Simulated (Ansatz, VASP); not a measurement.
Two plane-wave programs on SnTe

```xyz
4
Lattice="5.3335 0.0000 0.0000 -2.6667 4.6189 0.0000 0.0000 0.0000 6.3590" Properties=species:S:1:pos:R:3 pbc="T T T"
Sn    0.0000    3.0793    1.5898
Sn    2.6667    1.5396    4.7693
Te    2.6667    1.5396    1.5898
Te    0.0000    3.0793    4.7693
```

Alike in both runs: task single point; functional r2SCAN; k mesh 6 × 6 × 4; no spin polarisation.

|  | VASP | Ansatz |
| --- | --- | --- |
| version | VASP 6.6.1 | Ansatz 0.2.0 |
| potentials or method | VASP PAW PBE potentials, release 64 (Sn_d, Te) | plane waves, PAW |
| plane-wave cutoff (eV) | 520 | 500 |
| occupations | gaussian, width 0.01 eV | fixed |
| valence electrons in the cell | 40 | 60 |

|  | VASP | Ansatz | Ansatz less VASP |
| --- | --- | --- | --- |
| gap on the k mesh at the Fermi level (eV) | 0.39 | 0.39 | +0.003 |
| pressure (GPa) | 1.1 | 1.1 | -0.01 |

VASP's potentials were made for PBE, not for r2SCAN. VASP's potentials hold 40 valence electrons a cell and Ansatz's 60, so a difference there can come from the potentials and not from the codes.

Neither program's run includes spin-orbit coupling.
